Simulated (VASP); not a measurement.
## TiSi2: single point with PBEsol

Crystal: TiSi2.

```
CELL_PARAMETERS angstrom
0.00000 4.11752 4.43341
2.38951 0.00000 4.43341
2.38951 4.11752 0.00000
ATOMIC_POSITIONS crystal
Ti 0.75000 0.75000 0.75000
Ti 0.50000 0.50000 0.50000
Si 0.41257 0.08743 0.41257
Si 0.08743 0.41257 0.08743
Si 0.16257 0.83743 0.16257
Si 0.83743 0.16257 0.83743
```

```yaml
Program: VASP 6.6.1
Task: single point
Functional: PBEsol
Potentials_or_basis: VASP PAW PBE potentials, release 64 (Ti_sv, Si)
Cutoff: 520 eV
k_mesh: 6 × 6 × 6
Occupations: fermi-dirac, width 0.05 eV
Spin: no spin polarisation
Dipole_correction: no
Further_INCAR_settings: ALGO = Normal; EDIFF = 1e-06; NBANDS = 29
```

| Item | Value |
| --- | --- |
| Pressure | -7.6 GPa |
| Largest force | 0.013 eV/Å |
| Band gap on the k mesh | zero (band 20 reaches 10.21 eV, above the bottom of band 21 at 8.58 eV) |

Forces in eV/Å, atoms in the order of the input:
```
Ti   0.000  0.000  0.000
Ti   0.000  0.000  0.000
Si   0.000  0.013  0.000
Si   0.000 -0.013  0.000
Si   0.000  0.013  0.000
Si   0.000 -0.013  0.000
```

Stress tensor (GPa, compression positive):
```
 -4.16   0.00   0.00
  0.00  -2.38   0.00
  0.00   0.00 -16.26
```

Levels at points of the mesh, in eV from the Fermi level:
| k point | band 16 | band 17 | band 18 | band 19 | band 20 | band 21 | band 22 | band 23 | band 24 | band 25 |
| --- | --- | --- | --- | --- | --- | --- | --- | --- | --- | --- |
| (0.00, 0.00, 0.00) | -2.74 | -2.36 | -1.84 | -1.61 | -1.21 | -0.89 | 1.85 | 2.92 | 2.99 | 3.20 |
| (0.50, 0.00, 0.00) | -2.53 | -1.98 | -0.91 | -0.08 | 0.16 | 0.93 | 1.25 | 1.49 | 2.19 | 2.40 |
| (0.50, 0.50, 0.00) | -2.98 | -1.41 | -1.41 | -0.91 | -0.91 | 0.34 | 0.34 | 3.13 | 3.13 | 3.21 |
| (0.50, 0.00, 0.50) | -2.54 | -2.36 | -2.36 | -0.75 | -0.75 | 1.22 | 1.22 | 2.95 | 2.95 | 3.16 |
| (0.00, 0.50, 0.50) | -1.23 | -1.13 | -1.13 | -0.55 | -0.55 | 0.56 | 0.56 | 2.11 | 2.11 | 2.91 |

Wall time 2.1 min on 1 thread of Intel(R) Xeon(R) Platinum 8259CL CPU @ 2.50GHz (Skylake/Cascade Lake) (shared host), peak memory 0.29 GiB.

Caveat: the PAW data sets were made with another functional, which shifts forces and pressure a little.
